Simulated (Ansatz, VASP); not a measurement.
This is a calculation of InPd for VASP 6.6.1.

INCAR

```
SYSTEM = InPd
PREC     = Accurate       ! precision mode
ENCUT    = 520            ! plane-wave cutoff, eV
EDIFF    = 1E-7           ! SCF threshold, eV
ISMEAR   = -1             ! smearing method
SIGMA    = 0.05           ! smearing width, eV
LREAL    = .FALSE.        ! projectors in reciprocal space
LASPH    = .TRUE.         ! aspherical terms in the spheres
NELM     = 100            ! most SCF steps
ALGO     = Fast           ! electronic algorithm
ISIF     = 2              ! what is computed and relaxed
LWAVE    = .FALSE.        ! write WAVECAR
LCHARG   = .TRUE.         ! write CHGCAR
GGA      = PE             ! functional
LELF     = .TRUE.         ! ELF
LVHAR    = .TRUE.       
NBANDS   = 18             ! bands
```

Contents of KPOINTS:

```
regular mesh
0
G
  8 8 8
  0 0 0
```

Contents of POSCAR:

```
InPd
1.0
    0.0000000000      2.7460700000      2.7460700000
    2.7460700000      0.0000000000      2.7460700000
    2.7460700000      2.7460700000      0.0000000000
In Pd
1 1
Direct
   -0.0045800000     -0.0027680000     -0.0080480000
    0.5034030000      0.5010420000      0.5058810000
```

Potentials or basis: VASP PAW PBE potentials, release 64 (In_d, Pd).

Run with:

```console
$ cat potpaw_PBE.64/In_d/POTCAR potpaw_PBE.64/Pd/POTCAR > POTCAR
$ mpirun -np 1 vasp_std > vasp.out
```

Set up the same calculation for Ansatz 0.2.0. Potentials there: Ansatz PAW soft_1.

As run (the cutoff follows the program's own potentials):

input.yaml

```yaml
crystal:
  lattice:
    - [0.0, 2.74607, 2.74607]
    - [2.74607, 0.0, 2.74607]
    - [2.74607, 2.74607, 0.0]
  atoms:
    - { symbol: In, position: [-0.00458, -0.002768, -0.008048] }
    - { symbol: Pd, position: [0.503403, 0.501042, 0.505881] }
hamiltonian:
  xc: pbe
  pseudopotentials: { kind: paw, azcp: { folder: soft_1 } }
kpoints:
  mp_grid: { grid: [8, 8, 8] }
scf:
  occupations: { method: fermi_dirac, width: 0.05 }
output:
  forces: true
  stress: true
  eigenvalues: true
```

Potentials or basis: Ansatz PAW soft_1.

The run is started by

```bash
$ ansatz run input.yaml --threads 1 --pin off --max-ram 3584MiB --backend cpu --events-out ev --progress --plain --runs-dir out
```

Both were run:

|  | VASP | Ansatz | Ansatz less VASP |
| --- | --- | --- | --- |
| gap on the k mesh at the Fermi level (eV) | none | none | - |
| pressure (GPa) | 0.5 | 0.4 | -0.07 |
| traceless stress, the component that is largest in VASP (GPa) | -0.18 | -0.18 | +0.001 |
| rms of the force components (eV/Å) | 0.226 | 0.223 | -0.0022 |

Atom by atom the forces differ by 0.002 eV/Å (rms over components). A gap of «none» marks a metal or a gap that the smearing closes. With one functional, cell and mesh, what is left measures potentials, basis and numerics. VASP's potentials hold 23 valence electrons a cell and Ansatz's 31, so a difference there can come from the potentials and not from the codes.
